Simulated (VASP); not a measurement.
# Cu3H (Fm-3m) in VASP: further runs

The runs below take Cu3H through relaxation of cell and atoms, single point, with PBE.

Program: VASP 6.6.1. These are calculated values, not measurements. Logs are shortened: lines on timing, memory, paths and dates and some standing lists are left out, and cuts for length are marked.

## Step 1: The cell of the first run

It takes space group Fm-3m (No. 225, cubic). Conventional cell: a = 5.671 Å, b = 5.671 Å, c = 5.671 Å, α = 90.00°, β = 90.00°, γ = 90.00°. Cu (site symmetry m-3m) has 8 Cu at 2.46 Å and 6 H at 2.84 Å within 3.2 Å. Within 3.2 Å of Cu (site symmetry -43m) lie 10 Cu at 2.46 to 2.84 Å and 4 H at 2.46 Å. Within 3.2 Å of H (site symmetry m-3m) lie 14 Cu at 2.46 to 2.84 Å.

## Step 2: Relaxation of cell and atoms, PBE

The input, INCAR:

```
ALGO = Normal
EDIFF = 1E-7
EDIFFG = -0.04
ENCUT = 600
GGA = PE
IBRION = 2
ISIF = 3
ISMEAR = 0
LASPH = True
LCHARG = False
LREAL = False
LWAVE = False
NELM = 80
NSW = 90
PREC = Accurate
SIGMA = 0.1
```

The input, KPOINTS:

```
k-points
0
Gamma
  6 6 6
```

The input, POSCAR:

```
Cu3H
1.0
    0.0000000000      2.8354107200      2.8354107200
    2.8354107200      0.0000000000      2.8354107200
    2.8354107200      2.8354107200      0.0000000000
Cu H
3 1
Direct
    0.0000000000      0.0000000000      0.0000000000
    0.2500000000      0.2500000000      0.2500000000
    0.7500000000      0.7500000000      0.7500000000
    0.5000000000      0.5000000000      0.5000000000
```

Potentials or basis: VASP PAW PBE potentials, release 64 (Cu, H).

Run with:

```sh
> cat potpaw_PBE.64/Cu/POTCAR potpaw_PBE.64/H/POTCAR > POTCAR
> mpirun -np 1 vasp_std > vasp.out
```

OUTCAR:

```text
EDIFF = 1E-7
   EDIFFG = -0.04
   ENCUT = 600
   GGA = PE
   IBRION = 2
   ISIF = 3
   ISMEAR = 0
   LASPH = True
   LREAL = False
   NELM = 80
   NSW = 90
   PREC = Accurate

 ion  position               nearest neighbor table
   1  0.000  0.000  0.000-   3 2.46   3 2.46   3 2.46   2 2.46   3 2.46   2 2.46   2 2.46   2 2.46

   2  0.250  0.250  0.250-   1 2.46   1 2.46   1 2.46   1 2.46
   3  0.750  0.750  0.750-   1 2.46   1 2.46   1 2.46   1 2.46
   4  0.500  0.500  0.500-

  LATTYP: Found a face centered cubic cell.
 ALAT       =     5.6708214400

  Lattice vectors:

 A1 = (   0.0000000000,   2.8354107200,   2.8354107200)
 A2 = (   2.8354107200,   0.0000000000,   2.8354107200)
 A3 = (   2.8354107200,   2.8354107200,   0.0000000000)

Analysis of symmetry for initial positions (statically):
=====================================================================
 Subroutine PRICEL returns:
 Original cell was already a primitive cell.

 Routine SETGRP: Setting up the symmetry group for a
 face centered cubic supercell.

 Subroutine GETGRP returns: Found 48 space group operations
 (whereof 48 operations were pure point group operations)
 out of a pool of 48 trial point group operations.

The static configuration has the point symmetry O_h .

Analysis of symmetry for dynamics (positions and initial velocities):
=====================================================================
 Subroutine PRICEL returns:
 Original cell was already a primitive cell.

 Routine SETGRP: Setting up the symmetry group for a
 face centered cubic supercell.

 Subroutine GETGRP returns: Found 48 space group operations
 (whereof 48 operations were pure point group operations)
 out of a pool of 48 trial point group operations.

The dynamic configuration has the point symmetry O_h .

 Subroutine INISYM returns: Found 48 space group operations
 (whereof 48 operations are pure point group operations),
 and found     1 'primitive' translations

----------------------------------------------------------------------------------------

                                     Primitive cell

  volume of cell :      45.5909

  direct lattice vectors                    reciprocal lattice vectors
     0.000000000  2.835410720  2.835410720    -0.176341296  0.176341296  0.176341296
     2.835410720  0.000000000  2.835410720     0.176341296 -0.176341296  0.176341296
     2.835410720  2.835410720  0.000000000     0.176341296  0.176341296 -0.176341296

  length of vectors
     4.009876295  4.009876295  4.009876295     0.305432083  0.305432083  0.305432083

  position of ions in fractional coordinates (direct lattice)
     0.000000000  0.000000000  0.000000000
     0.250000000  0.250000000  0.250000000
     0.750000000  0.750000000  0.750000000
     0.500000000  0.500000000  0.500000000

  ion indices of the primitive-cell ions
   primitive index   ion index
                 1           1
                 2           2
                 3           3
                 4           4

----------------------------------------------------------------------------------------

 KPOINTS: k-points

Automatic generation of k-mesh.
 Grid dimensions read from file:
 generate k-points for:    6    6    6

 Generating k-lattice:

  Cartesian coordinates                     Fractional coordinates (reciprocal lattice)
[... 49 lines left out ...]
   ENCUT  =  600.0 eV  44.10 Ry    6.64 a.u.   8.01  8.01  8.01*2*pi/ulx,y,z
   NELM   =     80;   NELMIN=  2; NELMDL= -5     # of ELM steps
   EDIFF  = 0.1E-06   stopping-criterion for ELM
   LREAL  =      F    real-space projection
   EDIFFG = -.4E-01   stopping-criterion for IOM
   NSW    =     90    number of steps for IOM
   IBRION =      2    ionic relax: 0-MD 1-quasi-New 2-CG
   NFREE  =      1    steps in history (QN), initial steepest desc. (CG)
   ISIF   =      3    stress and relaxation
   ISYM   =      2    0-nonsym 1-usesym 2-fastsym
   POTIM  = 0.5000    time-step for ionic-motion
   TEBEG  =    0.0;   TEEND  =   0.0 temperature during run
   PSTRESS=    0.0 pullay stress
   NELECT =      34.0000    total number of electrons
   NUPDOWN=      -1.0000    fix difference up-down
   EMIN   =  10.00;   EMAX   =-10.00  energy-range for DOS
   EFERMI =   0.00;   METHOD = LEGACY
   ISMEAR =     0;   SIGMA  =   0.10  broadening in eV -4-tet -1-fermi 0-gaus
   EFERMI_NEDOS =   21; number of points for ismear=-14 and -15
   IALGO  =     38    algorithm
   IMIX   =      4    mixing-type and parameters
     AMIX     =   0.40;   BMIX     =  1.00
     AMIX_MAG =   1.60;   BMIX_MAG =  1.00
  volume/ion in A,a.u.               =      11.40        76.92
  Fermi-wavevector in a.u.,A,eV,Ry     =   1.484597  2.805481 29.987613  2.204027
  Thomas-Fermi vector in A             =   2.598114
   LORBIT       =      0    0 simple, 1 ext, 2 COOP (PROOUT), +10 PAW based schemes
   GGA     = PE    functional components
   LHFCALC =     F    Hartree Fock is set to
   AEXX    =    0.0000 exact exchange contribution
   IVDW    =     0    specifies the selected vdW correction
   LEPSILON=     F    determine dielectric tensor
   LRPA    =     F    only Hartree local field effects (RPA)
 conjugate gradient relaxation of ions
 non-spin polarized calculation
 Gauss-broadening in eV      SIGMA  =   0.10
  energy-cutoff  :      600.00
  volume of cell :       45.59
 maximum number of plane-waves:      1536
   NGX = 17   NGY = 17   NGZ = 17

--------------------------------------- Ionic step        1  -------------------------------------------

 number of electron      34.0000031 magnetization

 Free energy of the ion-electron system (eV)
  ---------------------------------------------------
  ext. energy  EPLUGINS =         0.00000000
  ---------------------------------------------------
  free energy    TOTEN  =       -12.17817712 eV

  energy without entropy =      -12.17424679  energy(sigma->0) =      -12.17621196

------------------------ aborting loop because EDIFF is reached ----------------------------------------

  FORCE on cell =-STRESS in cart. coord.  units (eV):
  Direction    XX          YY          ZZ          XY          YZ          ZX
  --------------------------------------------------------------------------------------
  -------------------------------------------------------------------------------------
  Total       -1.4473672     -1.4473672     -1.4473672      0.0000000      0.0000000      0.0000000
  in kB      -50.8641023    -50.8641023    -50.8641023      0.0000000      0.0000000      0.0000000
  external PRESSURE =     -50.8641023 kB  Pullay stress =       0.0000000 kB

 VOLUME and BASIS-vectors are now :
 -----------------------------------------------------------------------------
  energy-cutoff  :      600.00
  volume of cell :       45.59
      direct lattice vectors                 reciprocal lattice vectors
     0.000000000  2.835410720  2.835410720    -0.176341296  0.176341296  0.176341296
     2.835410720  0.000000000  2.835410720     0.176341296 -0.176341296  0.176341296
     2.835410720  2.835410720  0.000000000     0.176341296  0.176341296 -0.176341296

 POSITION                                       TOTAL-FORCE (eV/Angst)
 -----------------------------------------------------------------------------------
      0.00000      0.00000      0.00000         0.000000     -0.000000      0.000000
      1.41771      1.41771      1.41771         0.000000     -0.000000     -0.000000
      4.25312      4.25312      4.25312        -0.000000      0.000000      0.000000
      2.83541      2.83541      2.83541         0.000000     -0.000000      0.000000
 -----------------------------------------------------------------------------------
    total drift:                                0.000000     -0.000000      0.000000

  FREE ENERGIE OF THE ION-ELECTRON SYSTEM (eV)
  ---------------------------------------------------
  free  energy   TOTEN  =       -12.1781771246 eV

  energy  without entropy=      -12.1742467893  energy(sigma->0) =      -12.17621196

--------------------------------------- Ionic step        2  -------------------------------------------

 number of electron      33.9999962 magnetization

 Free energy of the ion-electron system (eV)
  ---------------------------------------------------
  ext. energy  EPLUGINS =         0.00000000
  ---------------------------------------------------
  free energy    TOTEN  =       -12.21622232 eV

  energy without entropy =      -12.21211099  energy(sigma->0) =      -12.21416666

 E-fermi :   6.0203     XC(G=0): -11.9064

 val. band max:        5.9109332500   @ k =  -0.3333   0.5000   0.1667
 cond. band min:       6.4040162145   @ k =  -0.3333   0.3333   0.1667
 fundamental gap:      0.4930829645
 Fermi energy:         6.0202572036

 k-point     1 :       0.0000    0.0000    0.0000
  band No.  band energies     occupation
      1      -3.3120      2.00000
      2       1.9266      2.00000
      3       1.9266      2.00000
      4       2.4536      2.00000
      5       2.4536      2.00000
      6       2.4536      2.00000
[... 373 lines left out ...]
     20      10.2073      0.00000
     21      12.9558      0.00000

------------------------ aborting loop because EDIFF is reached ----------------------------------------

  FORCE on cell =-STRESS in cart. coord.  units (eV):
  Direction    XX          YY          ZZ          XY          YZ          ZX
  --------------------------------------------------------------------------------------
  -------------------------------------------------------------------------------------
  Total        0.0474089      0.0474089      0.0474089      0.0000000     -0.0000000      0.0000000
  in kB        1.7564547      1.7564547      1.7564547      0.0000000     -0.0000000      0.0000000
  external PRESSURE =       1.7564547 kB  Pullay stress =       0.0000000 kB

 VOLUME and BASIS-vectors are now :
 -----------------------------------------------------------------------------
  energy-cutoff  :      600.00
  volume of cell :       43.24
      direct lattice vectors                 reciprocal lattice vectors
    -0.000000000  2.785915198  2.785915198    -0.179474235  0.179474235  0.179474235
     2.785915198  0.000000000  2.785915198     0.179474235 -0.179474235  0.179474235
     2.785915198  2.785915198  0.000000000     0.179474235  0.179474235 -0.179474235

 POSITION                                       TOTAL-FORCE (eV/Angst)
 -----------------------------------------------------------------------------------
     -0.00000      2.78592      2.78592        -0.000000     -0.000000     -0.000000
      1.39296      1.39296      1.39296         0.000000      0.000000      0.000000
      4.17887      4.17887      4.17887        -0.000000     -0.000000     -0.000000
      2.78592      2.78592      2.78592        -0.000000     -0.000000     -0.000000
 -----------------------------------------------------------------------------------
    total drift:                               -0.000000     -0.000000      0.000000

  FREE ENERGIE OF THE ION-ELECTRON SYSTEM (eV)
  ---------------------------------------------------
  free  energy   TOTEN  =       -12.2162223236 eV

  energy  without entropy=      -12.2121109916  energy(sigma->0) =      -12.21416666

 reached required accuracy - stopping structural energy minimisation
```

Run time: 17 s. Hardware: 1 thread of Intel Xeon 6975P-C (Granite Rapids), shared host; peak memory 0.18 GiB.

What came out:

```yaml
Free_energy: -12.2162 eV
Relaxed_volume: 10.81 Å³/atom
Relaxed_cell: a = 3.940 Å, b = 3.940 Å, c = 3.940 Å, α = 60.00°, β = 60.00°, γ = 60.00°
Space_group_after_relaxing_to_0.05_Å: Fm-3m (No. 225)
Energy_gained_by_relaxing: 9.5 meV/atom
Ionic_steps: 2
Pressure_after_relaxing: 0.2 GPa
Band_gap_on_the_k_mesh: zero (band 17 reaches 7.51 eV, above the bottom of band 18 at 5.38 eV)
```

The path:
| step | energy change (eV) | largest force (eV/Å) | pressure (GPa) | volume (Å³) |
| --- | --- | --- | --- | --- |
| 1 | 0.0000 | 0.0000 | -5.09 | 45.59 |
| 2 | -0.0380 | 0.0000 | 0.18 | 43.24 |

Final structure:
```
CELL_PARAMETERS angstrom
0.00000 2.78592 2.78592
2.78592 0.00000 2.78592
2.78592 2.78592 0.00000
ATOMIC_POSITIONS crystal
Cu 0.00000 0.00000 0.00000
Cu 0.25000 0.25000 0.25000
Cu 0.75000 0.75000 0.75000
H 0.50000 0.50000 0.50000
```

## Step 3: Single point, PBE

This run uses another cell than the first one, of 10.81 Å³/atom, 0.949 times its volume.

The input, INCAR:

```
SYSTEM = Cu3H
PREC = Accurate
ENCUT = 520
EDIFF = 1E-6
ISMEAR = 0
SIGMA = 0.1
LREAL = .False.
LASPH = .True.
NELM = 60
ALGO = Normal
ISIF = 2
LWAVE = .False.
LCHARG = .False.
GGA = PE
NBANDS = 25
```

The input, KPOINTS:

```
Automatic mesh
0
Gamma
  14 14 14
  0 0 0
```

The input, POSCAR:

```
Cu3H
1.0
    0.0000000000      2.7860977168      2.7860977168
    2.7860977168      0.0000000000      2.7860977168
    2.7860977168      2.7860977168      0.0000000000
Cu H
3 1
Direct
    0.0000000000      0.0000000000      0.0000000000
    0.2500000000      0.2500000000      0.2500000000
    0.7500000000      0.7500000000      0.7500000000
    0.5000000000      0.5000000000      0.5000000000
```

Potentials or basis: VASP PAW PBE potentials, release 64 (Cu, H).

Run with:

```sh
> cat potpaw_PBE.64/Cu/POTCAR potpaw_PBE.64/H/POTCAR > POTCAR
> mpirun -np 1 vasp_std > vasp.out
```

It took 55 s on 1 thread of Intel Xeon 6975P-C (Granite Rapids), shared host; peak memory 0.22 GiB.

Results (log left out):

```yaml
Free_energy: -12.1918 eV
Pressure: 0.5 GPa
Band_gap_on_the_k_mesh: zero (band 17 reaches 7.52 eV, above the bottom of band 18 at 5.38 eV)
```

Levels at points of the mesh, in eV from the Fermi level:
```csv
k point,band 15,band 16,band 17,band 18,band 19,band 20
"(0.00, 0.00, 0.00)",-1.97,-1.97,1.32,6.55,6.55,6.55
"(0.50, 0.00, 0.00)",-1.84,-1.84,-1.29,2.19,4.96,4.96
"(0.50, 0.50, 0.00)",-1.73,-1.73,-0.99,0.45,0.45,1.82
```

## Step 4: Relaxation of cell and atoms, PBE

This run uses another cell than the first one, of 10.76 Å³/atom, 0.944 times its volume.

The input, INCAR:

```
ALGO = Normal ; EDIFF = 1E-7
EDIFFG = -0.01 ; ENCUT = 600
GGA = PE ; IBRION = 2
ISIF = 3 ; ISMEAR = 0
LASPH = True ; LCHARG = False
LREAL = False ; LWAVE = False
NELM = 60 ; NSW = 100
PREC = Accurate ; SIGMA = 0.1
```

The input, KPOINTS:

```
k-points
0
Gamma
  14 14 14
```

The input, POSCAR:

```
Cu3H
1.0
    0.0000000000      2.7812703494      2.7812703494
    2.7812703494      0.0000000000      2.7812703494
    2.7812703494      2.7812703494      0.0000000000
Cu H
3 1
Direct
    0.0000000000      0.0000000000      0.0000000000
    0.2500000000      0.2500000000      0.2500000000
    0.7500000000      0.7500000000      0.7500000000
    0.5000000000      0.5000000000      0.5000000000
```

Run with:

```sh
> cat potpaw_PBE.64/Cu/POTCAR potpaw_PBE.64/H/POTCAR > POTCAR
> mpirun -np 1 vasp_std > vasp.out
```

It took 67 s on 1 thread of Intel Xeon 6975P-C (Granite Rapids), shared host; peak memory 0.24 GiB.

Results (log left out):

- Free energy: -12.1922 eV
- Relaxed volume: 10.87 Å³/atom
- Relaxed cell: a = 3.946 Å, b = 3.946 Å, c = 3.946 Å, α = 60.00°, β = 60.00°, γ = 60.00°
- Space group after relaxing (to 0.05 Å): Fm-3m (No. 225)
- Energy gained by relaxing: 0.3 meV/atom
- Ionic steps: 2
- Pressure after relaxing: -0.1 GPa
- Band gap on the k mesh: zero (band 17 reaches 7.45 eV, above the bottom of band 18 at 5.34 eV)

Step by step:
| step | energy change (eV) | largest force (eV/Å) | pressure (GPa) | volume (Å³) |
| --- | --- | --- | --- | --- |
| 1 | 0.0000 | 0.0000 | 1.03 | 43.03 |
| 2 | -0.0013 | 0.0000 | -0.06 | 43.46 |

Final structure:
```yaml
crystal:
  lattice:
    - [0.00000, 2.79058, 2.79058]
    - [2.79058, 0.00000, 2.79058]
    - [2.79058, 2.79058, 0.00000]
  atoms:
    - { symbol: Cu, position: [0.00000, 0.00000, 0.00000] }
    - { symbol: Cu, position: [0.25000, 0.25000, 0.25000] }
    - { symbol: Cu, position: [0.75000, 0.75000, 0.75000] }
    - { symbol: H, position: [0.50000, 0.50000, 0.50000] }
```

Levels at points of the mesh, in eV from the Fermi level:
| k point | band 14 | band 15 | band 16 | band 17 | band 18 | band 19 | band 20 | band 21 |
| --- | --- | --- | --- | --- | --- | --- | --- | --- |
| (0.00, 0.00, 0.00) | -2.01 | -1.96 | -1.96 | 1.31 | 6.53 | 6.53 | 6.53 | 7.86 |
| (0.50, 0.00, 0.00) | -2.10 | -1.83 | -1.83 | -1.29 | 2.18 | 4.94 | 4.94 | 6.70 |
| (0.50, 0.50, 0.00) | -1.98 | -1.72 | -1.72 | -0.99 | 0.46 | 0.46 | 1.81 | 4.38 |

## Step 5: Summary

| task | cell | k mesh | cutoff (eV) | gap on the mesh (eV) | pressure (GPa) | relaxed volume (Å³/atom) |
| --- | --- | --- | --- | --- | --- | --- |
| relaxation of cell and atoms | relaxed from a = 4.010 Å, angles 60.0°, 4 atoms | 6 × 6 × 6 | 600 | none | 0.2 | 10.81 |
| single point | a = 3.940 Å, angles 60.0°, 4 atoms | 14 × 14 × 14 | 520 | none | 0.5 | - |
| relaxation of cell and atoms | relaxed from a = 3.933 Å, angles 60.0°, 4 atoms | 14 × 14 × 14 | 600 | none | -0.1 | 10.87 |

Alike in all rows: level PBE; potentials or basis VASP PAW PBE potentials, release 64 (Cu, H); no spin polarisation; smearing gaussian 0.1 eV.

Total energies depend on the potentials used, so only differences within one code and one set of settings carry meaning.
